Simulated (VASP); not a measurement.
Crystal: Mg3Si.

```
Mg Si
1.0
     3.05725    0.00000    0.00000
    -1.52862    2.64765    0.00000
     0.00000    0.00000   10.05047
Mg Si
3 1
Direct
  0.33333 0.66667 0.73018
  0.00000 0.00000 0.00000
  0.33333 0.66667 0.26982
  0.00000 0.00000 0.50000
```

The cell was built from a structure type or drawn by symmetry, and may not be a known phase.

| Item | Value |
| --- | --- |
| Program | VASP 6.6.1 |
| Task | relaxation of cell and atoms |
| Functional | PBE |
| Potentials or basis | VASP PAW PBE potentials, release 64 (Mg, Si) |
| Cutoff | 600 eV |
| k mesh | 18 × 18 × 6 |
| Occupations | gaussian, width 0.1 eV |
| Spin | no spin polarisation |

At the start: pressure 0.0 GPa; volume 20.34 Å³/atom.

Question: Where does the relaxation end?

Answer: Over 11 steps the energy falls by 13.3 meV/atom and the volume is 20.48 Å³/atom (+0.7 %); space group P-6m2 (No. 187, to 0.1 Å) before and after.

Step by step:
```csv
step,energy change (eV),largest force (eV/Å),pressure (GPa),volume (Å³)
1,0.0000,0.0760,0.01,81.35
2,-0.0224,0.0806,0.03,81.35
3,-0.0443,0.0755,0.07,81.30
4,-0.0361,0.0465,0.75,81.02
5,-0.0510,0.0690,0.28,81.20
6,-0.0512,0.0698,0.25,81.22
7,-0.0512,0.0702,0.23,81.22
8,-0.0522,0.0596,-0.04,81.75
9,-0.0524,0.0539,-0.18,82.05
10,-0.0531,0.0206,-0.07,81.96
11,-0.0532,0.0007,-0.01,81.90
```

Final structure:
```
Mg Si
1.0
     3.14825    0.00000    0.00000
    -1.57412    2.72646    0.00000
     0.00000    0.00000    9.54191
Mg Si
3 1
Direct
  0.33333 0.66667 0.72657
  0.00000 0.00000 0.00000
  0.33333 0.66667 0.27343
  0.00000 0.00000 0.50000
```
